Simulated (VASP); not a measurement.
# C: single point with PBE

The system is C.

```
CELL_PARAMETERS angstrom
2.41681 0.00000 0.00000
-1.20840 2.09302 0.00000
0.00000 0.00000 4.02500
ATOMIC_POSITIONS crystal
C 0.33333 0.66667 0.00023
C 0.66667 0.33333 0.50023
C 0.33333 0.66667 0.37477
C 0.66667 0.33333 0.87477
```

This cell differs from its parent crystal: volume changed by -10%.

```yaml
Program: VASP 6.6.1
Task: single point
Functional: PBE
Potentials_or_basis: VASP PAW PBE potentials, release 64 (C)
Cutoff: 520 eV
k_mesh: 6 × 6 × 4
Occupations: gaussian, width 0.01 eV
Spin: no spin polarisation
```

The pressure is 62.7 GPa. The largest force is 0.147 eV/Å and the band gap on the k mesh is 2.92 eV, indirect (least direct gap 5.16 eV).

Forces in eV/Å, atoms in the order of the input:
```
C    0.000  0.000  0.147
C    0.000  0.000  0.147
C    0.000  0.000 -0.147
C    0.000  0.000 -0.147
```

Stress tensor (GPa, compression positive):
```
62.81  0.00  0.00
 0.00 62.81  0.00
 0.00  0.00 62.49
```

Levels at points of the mesh, in eV from the valence-band top:
| k point | band 6 | band 7 | band 8 | band 9 | band 10 | band 11 |
| --- | --- | --- | --- | --- | --- | --- |
| (0.00, 0.00, 0.00) | -0.56 | 0.00 | 0.00 | 5.16 | 5.16 | 5.60 |
| (0.50, 0.00, 0.00) | -7.18 | -6.70 | -3.49 | 4.74 | 8.29 | 8.71 |
| (0.00, 0.00, 0.50) | -2.06 | -2.06 | -2.06 | 7.66 | 7.66 | 7.66 |
| (0.50, 0.00, 0.50) | -5.68 | -5.31 | -5.31 | 6.18 | 6.18 | 7.07 |

It took 7.9 s on 1 thread of AMD EPYC 7R13, on a shared host, peak memory 0.09 GiB.

Caveat: the k points lie up to 0.50 Å⁻¹ apart. A k mesh can miss the band edges.
